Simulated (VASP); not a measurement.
Runs of VASP 6.6.1 on GaP. The structure is that of space group R-3m (No. 166), or close to it. The cells are those of the table. 

```csv
cell,gap on the mesh (eV),pressure (GPa),largest force (eV/Å)
"a = 6.714 Å, angles 31.3°, 4 atoms",(b),8.8,0.79
"a = 6.072 Å, angles 36.9°, 4 atoms",0.36,12.4,3.41
"a = 7.598 Å, angles 27.9°, 4 atoms",(c),-2.9,0.64
"a = 6.488 Å, angles 33.0°, 4 atoms",0.63,8.6,0.15
"a = 6.778 Å, angles 31.3°, 4 atoms",0.43,(a),0.75
```

Alike in all rows: task single point; level LDA; potentials or basis VASP PAW LDA potentials, release 64 (Ga_d, P); no spin polarisation; k mesh 9 × 9 × 9; cutoff (eV) 520; smearing gaussian 0.05 eV.

Problem. Fill in the values left out.

Solution. (a) 5.5; (b) 0.38; (c) none.

Caveats: the cell stands under pressure (at least some runs); an odd mesh through Γ misses points on the zone boundary, where band edges can lie (at least some runs); forces of over 1 eV/Å act on the atoms, so gaps and moduli don't describe the material at rest (at least some runs); semilocal functionals underestimate gaps, so a narrow gap can read as zero (at least some runs).

A k mesh can miss the band edges, and the runs leave out spin-orbit coupling on Ga.
